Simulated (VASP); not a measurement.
A run of VASP 6.6.1:

INCAR

```
ALGO     = Normal         # electronic algorithm
EDIFF    = 1E-6           # SCF threshold, eV
ENCUT    = 520            # plane-wave cutoff, eV
GGA      = PE             # functional
ISIF     = 2              # what is computed and relaxed
ISMEAR   = 0              # smearing method
LASPH    = True           # aspherical terms in the spheres
LCHARG   = False          # write CHGCAR
LREAL    = False          # projectors in reciprocal space
LWAVE    = False          # write WAVECAR
NBANDS   = 15             # bands
NELM     = 60             # most SCF steps
PREC     = Accurate       # precision mode
SIGMA    = 0.05           # smearing width, eV
```

The input KPOINTS:

```
k-points
0
Gamma
  6 6 6
```

The input POSCAR:

```
RbBr
1.0
    4.3606181872      0.0000000000      0.0000000000
    0.0000000000      4.3606181872      0.0000000000
    0.0000000000      0.0000000000      4.1929021031
Rb Br
1 1
Direct
   -0.1157227195      0.0000000000      0.0000000000
    0.6237806148      0.5000000000      0.5000000000
```

Potentials or basis: VASP PAW PBE potentials, release 64 (Rb_sv, Br).

Launch:

```console
$ cat potpaw_PBE.64/Rb_sv/POTCAR potpaw_PBE.64/Br/POTCAR > POTCAR
$ mpirun -np 1 vasp_std > vasp.out
```

Hardware: 1 thread of Intel Xeon 8259CL, with other jobs on the host.

Estimate the wall time of this run.

Wall time 69 s on 1 thread of Intel Xeon 8259CL (shared host), peak memory 0.22 GiB. Counts: scf iterations 13, k points 64.
